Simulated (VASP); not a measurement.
Input of a VASP 6.6.1 run:

INCAR

```
SYSTEM = Sn3Ru
PREC = Accurate ; ENCUT = 520
EDIFF = 1E-6 ; ISMEAR = 0
SIGMA = 0.1 ; LREAL = .FALSE.
LASPH = .TRUE. ; NELM = 100
ALGO = Fast ; ISIF = 2
LWAVE = .FALSE. ; LCHARG = .TRUE.
GGA = PE ; LELF = .TRUE.
LVHAR = .TRUE. ; NBANDS = 36
```

File KPOINTS:

```
Automatic mesh
0
G
  12 12 12
  0 0 0
```

File POSCAR:

```
Sn3Ru
1.0
    3.4790058983      2.0086049919      2.1447341110
   -3.4790058983      2.0086049919      2.1447341110
    0.0000000000     -4.0172099839      2.1447341109
Sn Ru
3 1
Direct
    0.5000000000      0.0000000000      0.0000000000
    0.0000000000      0.5000000000      0.0000000000
    0.0000000000      0.0000000000      0.5000000000
    0.5000000000      0.5000000000      0.5000000000
```

Potentials or basis: VASP PAW PBE potentials, release 64 (Sn_d, Ru_pv).

Run with:

```bash
$ cat potpaw_PBE.64/Sn_d/POTCAR potpaw_PBE.64/Ru_pv/POTCAR > POTCAR
$ mpirun -np 1 vasp_std > vasp.out
```

Q: What does it give for the pressure?

A: 0.0 GPa.

Q: What does it give for the band gap on the k mesh?

A: Zero (bands 28 and 29 overlap by 1.57 eV).

Caveat: spin-orbit coupling is left out, which moves the levels of the heavy elements.
